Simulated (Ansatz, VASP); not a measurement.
**LiCl in VASP and in Ansatz**

```
CELL_PARAMETERS angstrom
0.62517 2.91239 2.91239
2.91239 0.62517 2.91239
2.91239 2.91239 0.62517
ATOMIC_POSITIONS crystal
Li 0.00000 0.00000 0.00000
Cl 0.50000 0.50000 0.50000
```

Alike in both runs: task single point; functional PBEsol; k mesh 8 × 8 × 8; occupations gaussian, width 0.05 eV; no spin polarisation.

|  | VASP | Ansatz |
| --- | --- | --- |
| version | VASP 6.6.1 | Ansatz 0.2.0 |
| potentials or method | VASP PAW PBE potentials, release 64 (Li_sv, Cl), cutoff 520 eV | scalar-relativistic, plane waves, PAW |
| valence electrons in the cell | 10 | 10 |

```csv
,VASP,Ansatz,Ansatz less VASP
gap on the k mesh at the Fermi level (eV),3.59,3.57,-0.019
least direct gap on the mesh (eV),3.59,3.57,-0.019
```

VASP's potentials were made for PBE, not for PBEsol. The functional is the same, so the differences come from potentials, cutoffs and numerics.

Noted on VASP's run: the cutoff is under 1.25 times that of the potentials, so the pressure is a little rough.
